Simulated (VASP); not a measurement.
Here is a VASP 6.6.1 calculation.

INCAR

```
SYSTEM = SnO2
PREC     = Accurate       ! precision mode
ENCUT    = 600            ! plane-wave cutoff, eV
EDIFF    = 1E-6           ! SCF threshold, eV
ISMEAR   = -1             ! smearing method
SIGMA    = 0.05           ! smearing width, eV
LREAL    = .FALSE.        ! projectors in reciprocal space
LASPH    = .TRUE.         ! aspherical terms in the spheres
NELM     = 100            ! most SCF steps
ALGO     = Normal         ! electronic algorithm
ISIF     = 3              ! what is computed and relaxed
LWAVE    = .FALSE.        ! write WAVECAR
LCHARG   = .FALSE.        ! write CHGCAR
GGA      = RE             ! functional
IBRION   = 2              ! ionic algorithm
NSW      = 60             ! ionic steps
EDIFFG   = -0.01          ! ionic threshold
```

KPOINTS

```
regular mesh
0
G
  10 10 10
  0 0 0
```

File POSCAR:

```
SnO2
1.0
    1.6170930752      0.9336291223      4.8005925840
   -1.6170930752      0.9336291223      4.8005925840
    0.0000000000     -1.8672582446      4.8005925840
Sn O
1 2
Direct
    0.5000000000      0.5000000000      0.5000000000
    0.7628300000      0.7628300000      0.7628300000
    0.2371700000      0.2371700000      0.2371700000
```

Potentials or basis: VASP PAW PBE potentials, release 64 (Sn_d, O).

Command:

```console
$ cat potpaw_PBE.64/Sn_d/POTCAR potpaw_PBE.64/O/POTCAR > POTCAR
$ mpirun -np 1 vasp_std > vasp.out
```

Q: Estimate the relaxed cell.

A: a = 5.778 Å, b = 5.778 Å, c = 5.778 Å, α = 32.65°, β = 32.65°, γ = 32.65°.

Q: Estimate the relaxed volume.

A: 16.65 Å³/atom.

Q: Predict the band gap on the k mesh.

A: 2.22 eV (least direct gap 2.53 eV).

Q: Predict the space group after relaxing (to 0.1 Å).

A: R-3m (No. 166).

The path:
```tsv
step	energy change (eV)	largest force (eV/Å)	pressure (GPa)	volume (Å³)
1	0.0000	0.0377	2.19	43.49
2	0.0004	0.2598	-1.96	44.75
3	-0.0043	0.1111	0.08	44.09
4	-0.0054	0.0832	0.10	44.23
5	-0.0076	0.0003	0.17	44.63
6	-0.0068	0.1679	0.26	45.45
7	-0.0081	0.0725	0.20	44.97
8	-0.0088	0.0693	0.18	45.08
9	-0.0108	0.0613	0.08	45.41
10	-0.0143	0.0465	-0.06	46.08
11	-0.0195	0.0225	-0.22	47.40
12	-0.0243	0.0005	-0.35	50.04
13	-0.0224	0.1018	1.30	49.57
14	-0.0245	0.0253	0.06	49.92
15	-0.0245	0.0126	-0.02	49.95
16	-0.0246	0.0007	0.04	49.94
```

Caveat: the PAW data sets were made with another functional, which shifts forces and pressure a little; spin-orbit coupling is left out, which moves the levels of the heavy elements. A k mesh can miss the band edges.
